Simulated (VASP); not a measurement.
# SiC (Pmn2_1) in VASP: single point with PBE

Aim: the single point of SiC with PBE.

All numbers are computed with VASP 6.6.1; they aren't measurements. Logs are shortened: lines on timing, memory, paths and dates and some standing lists are left out, and cuts for length are marked.

**1. The cell of the first run**

Symmetry: Pmn2_1, No. 31, orthorhombic system. Conventional cell: a = 3.075 Å, b = 9.074 Å, c = 4.348 Å, α = 90.00°, β = 90.00°, γ = 90.00°. Si (site symmetry m) has 4 C at 1.76 to 1.88 Å within 2.3 Å. Si (site symmetry m) has 4 C at 1.88 Å within 2.5 Å. Within 2.5 Å of Si (site symmetry m) lie 4 C at 1.88 Å. Within 2.5 Å of C (site symmetry m) lie 4 Si at 1.88 Å. Within 2.5 Å of C (site symmetry m) lie 4 Si at 1.88 Å. C (site symmetry m) has 4 Si at 1.76 to 1.88 Å within 2.3 Å.

**2. Single point, PBE**

Input file INCAR:

```
SYSTEM = SiC
  PREC = Accurate
  ENCUT = 520
  EDIFF = 1E-7
  ISMEAR = 0
  SIGMA = 0.05
  LREAL = .False.
  LASPH = .True.
  NELM = 80
  ALGO = Normal
  ISIF = 2
  LWAVE = .False.
  LCHARG = .True.
  GGA = PE
  LELF = .True.
  LVHAR = .True.
  NBANDS = 36
```

Input file KPOINTS:

```
Automatic mesh
0
Gamma
  6 9 3
  0 0 0
```

Input file POSCAR:

```
SiC
1.0
    4.3480000000      0.0000000000      0.0000000000
    0.0000000000      2.1740000000     -2.1740000000
    0.0000000000      6.4159339828      6.4159339828
Si C
6 6
Direct
    0.0000000000      0.0000000000      0.9318037430
    0.5000000000      0.5000000000      0.0846940292
    0.0000000000      0.0000000000      0.2541159719
    0.5000000000      0.5000000000      0.4235379147
    0.0000000000      0.0000000000      0.5929598575
    0.5000000000      0.5000000000      0.7623818002
    0.7500000000      0.0000000000      0.4235379147
    0.2500000000      0.5000000000      0.5929598575
    0.7500000000      0.0000000000      0.7623818002
    0.2500000000      0.5000000000      0.9318037430
    0.7500000000      0.0000000000      0.0846940292
    0.2500000000      0.5000000000      0.2541159719
```

Potentials or basis: VASP PAW PBE potentials, release 64 (Si, C).

On the command line:

```console
cat potpaw_PBE.64/Si/POTCAR potpaw_PBE.64/C/POTCAR > POTCAR
mpirun -np 1 vasp_std > vasp.out
```

OUTCAR:

```text
SYSTEM = SiC
   PREC = Accurate
   ENCUT = 520
   EDIFF = 1E-7
   ISMEAR = 0
   LREAL = .False.
   LASPH = .True.
   NELM = 80
   ISIF = 2
   GGA = PE

 ion  position               nearest neighbor table
   1  0.000  0.000  0.932-  11 1.76  10 1.88  10 1.88   9 1.88   3 2.92   2 3.00   2 3.00   2 3.00
                             2 3.00   5 3.07   6 3.07   6 3.07   6 3.07   6 3.07
   2  0.500  0.500  0.085-  10 1.76  12 1.88  11 1.88  11 1.88   6 2.92   1 3.00   1 3.00   1 3.00
                             1 3.00   3 3.07   3 3.07   3 3.07   3 3.07   4 3.07
   3  0.000  0.000  0.254-  11 1.88  12 1.88  12 1.88   7 1.88   1 2.92   2 3.07   2 3.07   2 3.07
                             2 3.07   4 3.07   4 3.07   4 3.07   4 3.07   5 3.07
   4  0.500  0.500  0.424-   7 1.88   7 1.88  12 1.88   8 1.88   2 3.07   6 3.07   5 3.07   3 3.07
                             5 3.07   3 3.07   3 3.07   5 3.07   3 3.07   5 3.07
   5  0.000  0.000  0.593-   9 1.88   8 1.88   8 1.88   7 1.88   6 3.07   6 3.07   6 3.07   6 3.07
                             1 3.07   4 3.07   4 3.07   4 3.07   4 3.07   3 3.07
   6  0.500  0.500  0.762-   8 1.88   9 1.88   9 1.88  10 1.88   2 2.92   5 3.07   5 3.07   5 3.07
                             5 3.07   4 3.07   1 3.07   1 3.07   1 3.07   1 3.07
   7  0.750  0.000  0.424-   4 1.88   4 1.88   5 1.88   3 1.88
   8  0.250  0.500  0.593-   6 1.88   5 1.88   5 1.88   4 1.88
   9  0.750  0.000  0.762-   5 1.88   6 1.88   6 1.88   1 1.88
  10  0.250  0.500  0.932-   2 1.76   1 1.88   1 1.88   6 1.88
  11  0.750  0.000  0.085-   1 1.76   3 1.88   2 1.88   2 1.88
  12  0.250  0.500  0.254-   2 1.88   3 1.88   3 1.88   4 1.88

  LATTYP: Found a simple orthorhombic cell.
 ALAT       =     3.0745002846
 B/A-ratio  =     1.4142135624
 C/A-ratio  =     2.9512115836

  Lattice vectors:

 A1 = (   0.0000000000,  -2.1740000000,   2.1740000000)
 A2 = (   4.3480000000,   0.0000000000,   0.0000000000)
 A3 = (   0.0000000000,   6.4159339828,   6.4159339828)

Analysis of symmetry for initial positions (statically):
=====================================================================
 Subroutine PRICEL returns:
 Original cell was already a primitive cell.

 Routine SETGRP: Setting up the symmetry group for a
 simple orthorhombic supercell.

 Subroutine GETGRP returns: Found  4 space group operations
 (whereof  2 operations were pure point group operations)
 out of a pool of  8 trial point group operations.

The static configuration has the point symmetry C_1h.
 The point group associated with its full space group is C_2v.

Analysis of symmetry for dynamics (positions and initial velocities):
=====================================================================
 Subroutine PRICEL returns:
 Original cell was already a primitive cell.

 Routine SETGRP: Setting up the symmetry group for a
 simple orthorhombic supercell.

 Subroutine GETGRP returns: Found  4 space group operations
 (whereof  2 operations were pure point group operations)
 out of a pool of  8 trial point group operations.

The dynamic configuration has the point symmetry C_1h.
 The point group associated with its full space group is C_2v.

 Subroutine INISYM returns: Found  4 space group operations
 (whereof  2 operations are pure point group operations),
 and found     1 'primitive' translations

----------------------------------------------------------------------------------------

                                     Primitive cell

  volume of cell :     121.2939

  direct lattice vectors                    reciprocal lattice vectors
     4.348000000  0.000000000  0.000000000     0.229990800  0.000000000  0.000000000
     0.000000000  2.174000000 -2.174000000     0.000000000  0.229990800 -0.229990800
     0.000000000  6.415933983  6.415933983     0.000000000  0.077930976  0.077930976

  length of vectors
     4.348000000  3.074500285  9.073500854     0.229990800  0.325256109  0.110211044

  position of ions in fractional coordinates (direct lattice)
     0.000000000  0.000000000  0.931803743
     0.500000000  0.500000000  0.084694029
     0.000000000  0.000000000  0.254115972
     0.500000000  0.500000000  0.423537915
     0.000000000  0.000000000  0.592959857
     0.500000000  0.500000000  0.762381800
     0.750000000  0.000000000  0.423537915
     0.250000000  0.500000000  0.592959857
     0.750000000  0.000000000  0.762381800
     0.250000000  0.500000000  0.931803743
     0.750000000  0.000000000  0.084694029
     0.250000000  0.500000000  0.254115972

  ion indices of the primitive-cell ions
   primitive index   ion index
                 1           1
                 2           2
                 3           3
                 4           4
                 5           5
                 6           6
                 7           7
                 8           8
                 9           9
                10          10
                11          11
                12          12

----------------------------------------------------------------------------------------

 KPOINTS: Automatic mesh

Automatic generation of k-mesh.
 Grid dimensions read from file:
 generate k-points for:    6    9    3

 Generating k-lattice:

  Cartesian coordinates                     Fractional coordinates (reciprocal lattice)
     0.038331800  0.000000000  0.000000000     0.166666667  0.000000000  0.000000000
     0.000000000  0.025554533 -0.025554533     0.000000000  0.111111111  0.000000000
     0.000000000  0.025976992  0.025976992     0.000000000  0.000000000  0.333333333

  Length of vectors
     0.038331800  0.036139568  0.036737015

  Shift w.r.t. Gamma in fractional coordinates (k-lattice)
     0.000000000  0.000000000  0.000000000

 Subroutine IBZKPT returns following result:
 ===========================================

 Found     40 irreducible k-points:

 Following reciprocal coordinates:
            Coordinates               Weight
  0.000000  0.000000  0.000000      1.000000
  0.166667  0.000000  0.000000      2.000000
  0.333333  0.000000  0.000000      2.000000
  0.500000  0.000000  0.000000      1.000000
  0.000000  0.111111  0.000000      2.000000
  0.166667  0.111111  0.000000      4.000000
[... 16 lines left out ...]
  0.333333  0.000000  0.333333      4.000000
  0.500000  0.000000  0.333333      2.000000
 [... further k-points ...]
   k-points           NKPTS =     40   k-points in BZ     NKDIM =     40   number of bands    NBANDS=     36
   number of dos      NEDOS =    301   number of ions     NIONS =     12
   total plane-waves  NPLWV =  53760
   dimension x,y,z NGX =    32 NGY =   24 NGZ =   70
   dimension x,y,z NGXF=    64 NGYF=   48 NGZF=  140
   ions per type =               6   6
   NGX,Y,Z   is equivalent  to a cutoff of  12.24, 12.98, 12.83 a.u.
   NGXF,Y,Z  is equivalent  to a cutoff of  24.47, 25.95, 25.65 a.u.
 SYSTEM =  SiC
   PREC   = accura    normal or accurate (medium, high low for compatibility)
   ISTART =      0    job   : 0-new  1-cont  2-samecut
   ICHARG =      2    charge: 1-file 2-atom 10-const
   ISPIN  =      1    spin polarized calculation?
   LNONCOLLINEAR =      F non collinear calculations
   LSORBIT =      F    spin-orbit coupling
   LASPH  =      T    aspherical Exc in radial PAW
   ENCUT  =  520.0 eV  38.22 Ry    6.18 a.u.   8.08  5.72 16.87*2*pi/ulx,y,z
   NELM   =     80;   NELMIN=  2; NELMDL= -5     # of ELM steps
   EDIFF  = 0.1E-06   stopping-criterion for ELM
   LREAL  =      F    real-space projection
   EDIFFG = 0.1E-05   stopping-criterion for IOM
   NSW    =      0    number of steps for IOM
   IBRION =     -1    ionic relax: 0-MD 1-quasi-New 2-CG
   NFREE  =      0    steps in history (QN), initial steepest desc. (CG)
   ISIF   =      2    stress and relaxation
   ISYM   =      2    0-nonsym 1-usesym 2-fastsym
   POTIM  = 0.5000    time-step for ionic-motion
   TEBEG  =    0.0;   TEEND  =   0.0 temperature during run
   PSTRESS=    0.0 pullay stress
   NELECT =      48.0000    total number of electrons
   NUPDOWN=      -1.0000    fix difference up-down
   EMIN   =  10.00;   EMAX   =-10.00  energy-range for DOS
   EFERMI =   0.00;   METHOD = LEGACY
   ISMEAR =     0;   SIGMA  =   0.05  broadening in eV -4-tet -1-fermi 0-gaus
   EFERMI_NEDOS =   21; number of points for ismear=-14 and -15
   IALGO  =     38    algorithm
   IMIX   =      4    mixing-type and parameters
     AMIX     =   0.40;   BMIX     =  1.00
     AMIX_MAG =   1.60;   BMIX_MAG =  1.00
  volume/ion in A,a.u.               =      10.11        68.21
  Fermi-wavevector in a.u.,A,eV,Ry     =   1.201920  2.271300 19.655138  1.444612
  Thomas-Fermi vector in A             =   2.337716
   LORBIT       =      0    0 simple, 1 ext, 2 COOP (PROOUT), +10 PAW based schemes
   GGA     = PE    functional components
   LHFCALC =     F    Hartree Fock is set to
   AEXX    =    0.0000 exact exchange contribution
   IVDW    =     0    specifies the selected vdW correction
   LEPSILON=     F    determine dielectric tensor
   LRPA    =     F    only Hartree local field effects (RPA)
 non-spin polarized calculation
 Gauss-broadening in eV      SIGMA  =   0.05
  energy-cutoff  :      520.00
  volume of cell :      121.29
 maximum number of plane-waves:      3296
   NGX = 17   NGY = 11   NGZ = 33

 number of electron      48.0000002 magnetization

 Free energy of the ion-electron system (eV)
  ---------------------------------------------------
  ext. energy  EPLUGINS =         0.00000000
  ---------------------------------------------------
  free energy    TOTEN  =       -89.96042413 eV

  energy without entropy =      -89.96042413  energy(sigma->0) =      -89.96042413

 E-fermi :   8.7253     XC(G=0): -11.4568

 val. band max:        8.4541459240   @ k =   0.0000   0.0000   0.0000
 cond. band min:       9.7367843147   @ k =   0.0000   0.0000   0.0000
 fundamental gap:      1.2826383907
 Fermi energy:         8.7252685971

 k-point     1 :       0.0000    0.0000    0.0000
  band No.  band energies     occupation
      1      -7.2628      2.00000
      2      -5.8420      2.00000
      3      -5.6221      2.00000
      4      -2.4476      2.00000
      5      -2.4047      2.00000
      6      -2.1287      2.00000
[... 28 lines left out ...]
     35      16.0324      0.00000
     36      16.1078      0.00000
[... 866 lines left out ...]
      6      -3.6179      2.00000
[... 28 lines left out ...]
     35      15.6982      0.00000
     36      15.6982      0.00000

 [... further k-points ...]
[... 5 lines left out ...]
  --------------------------------------------------------------------------------------
  -------------------------------------------------------------------------------------
  Total        6.2016978      7.5940066      7.5940066      0.0000000      4.1263507      0.0000000
  in kB       81.9185440    100.3096224    100.3096224      0.0000000     54.5051783      0.0000000
  external PRESSURE =      94.1792630 kB  Pullay stress =       0.0000000 kB

 VOLUME and BASIS-vectors are now :
 -----------------------------------------------------------------------------
  energy-cutoff  :      520.00
  volume of cell :      121.29
      direct lattice vectors                 reciprocal lattice vectors
     4.348000000  0.000000000  0.000000000     0.229990800  0.000000000  0.000000000
     0.000000000  2.174000000 -2.174000000     0.000000000  0.229990800 -0.229990800
     0.000000000  6.415933983  6.415933983     0.000000000  0.077930976  0.077930976

 POSITION                                       TOTAL-FORCE (eV/Angst)
 -----------------------------------------------------------------------------------
      0.00000      5.97839      5.97839         0.854202     -1.357073     -1.357073
      2.17400      1.63039     -0.54361         0.854202      1.357073      1.357073
      0.00000      1.63039      1.63039        -0.000765      0.221699      0.221699
      2.17400      3.80439      1.63039        -0.050086      0.016696      0.016696
      0.00000      3.80439      3.80439        -0.050086     -0.016696     -0.016696
      2.17400      5.97839      3.80439        -0.000765     -0.221699     -0.221699
      3.26100      2.71739      2.71739         0.022897     -0.025921     -0.025921
      1.08700      4.89139      2.71739         0.022897      0.025921      0.025921
      3.26100      4.89139      4.89139         0.107107     -0.141544     -0.141544
      1.08700      7.06539      4.89139        -0.933355     -1.355913     -1.355913
      3.26100      0.54339      0.54339        -0.933355      1.355913      1.355913
      1.08700      2.71739      0.54339         0.107107      0.141544      0.141544
 -----------------------------------------------------------------------------------
    total drift:                                0.000442      0.000000      0.000000

  FREE ENERGIE OF THE ION-ELECTRON SYSTEM (eV)
  ---------------------------------------------------
  free  energy   TOTEN  =       -89.9604241333 eV

  energy  without entropy=      -89.9604241333  energy(sigma->0) =      -89.96042413
```

Wall time 1.8 min (1 thread of AMD EPYC 9R45 (Zen 5), shared host); peak memory 0.25 GiB.

What came out:

| Quantity | Value |
| --- | --- |
| Free energy | -89.9604 eV |
| Pressure | 9.4 GPa |
| Largest force | 2.133 eV/Å |
| Band gap on the k mesh | 1.28 eV |

Forces on the atoms (eV/Å):
```
Si   0.854 -1.357 -1.357
Si   0.854  1.357  1.357
Si  -0.001  0.222  0.222
Si  -0.050  0.017  0.017
Si  -0.050 -0.017 -0.017
Si  -0.001 -0.222 -0.222
C    0.023 -0.026 -0.026
C    0.023  0.026  0.026
C    0.107 -0.142 -0.142
C   -0.933 -1.356 -1.356
C   -0.933  1.356  1.356
C    0.107  0.142  0.142
```

Levels at points of the mesh, in eV from the valence-band top:
```
           k point  band 20  band 21  band 22  band 23  band 24  band 25  band 26  band 27  band 28  band 29
(0.00, 0.00, 0.00)    -0.47    -0.46    -0.14    -0.12     0.00     1.28     3.61     3.79     4.43     6.31
(0.50, 0.00, 0.00)    -1.48    -1.38    -1.38    -1.36    -1.36     4.02     4.02     5.60     5.60     5.69
```

Caveat: forces of over 1 eV/Å act on the atoms, so gaps and moduli don't describe the material at rest.
